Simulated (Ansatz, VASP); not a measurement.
# Si2Sb2Se: VASP beside Ansatz

```
Si Sb Se
1.0
    -2.16904    2.16904    6.01773
     2.16904   -2.16904    6.01773
     2.16904    2.16904   -6.01773
Si Sb Se
2 2 1
Direct
  0.75000 0.25000 0.50000
  0.25000 0.75000 0.50000
  0.61417 0.61417 0.00000
  0.38583 0.38583 0.00000
  0.00000 0.00000 0.00000
```

Change from the starting cell: species swapped into the DyFe2Ge2 type (I4/mmm, No. 139).

Alike in both runs: task relaxation of cell and atoms; functional PBE; k mesh 6 × 6 × 6; occupations gaussian, width 0.1 eV; no spin polarisation.

|  | VASP | Ansatz |
| --- | --- | --- |
| version | VASP 6.6.1 | Ansatz 0.2.0 |
| potentials or method | VASP PAW PBE potentials, release 64 (Si, Sb, Se), cutoff 600 eV | scalar-relativistic, plane waves, PAW |
| valence electrons in the cell | 24 | 54 |

|  | VASP | Ansatz | Ansatz less VASP |
| --- | --- | --- | --- |
| gap on the k mesh at the Fermi level, each at its own relaxed structure (eV) | none | none | - |
| relaxed volume (Å³/atom) | 22.11 | 22.15 | +0.043 |
| relaxed cell length with the largest relative difference (Å) | 8.340 | 8.357 | +0.0177 |

A gap of «none» marks a metal or a gap that the smearing closes. VASP's potentials hold 24 valence electrons a cell and Ansatz's 54, so a difference there can come from the potentials and not from the codes.

Spin-orbit coupling is off throughout.
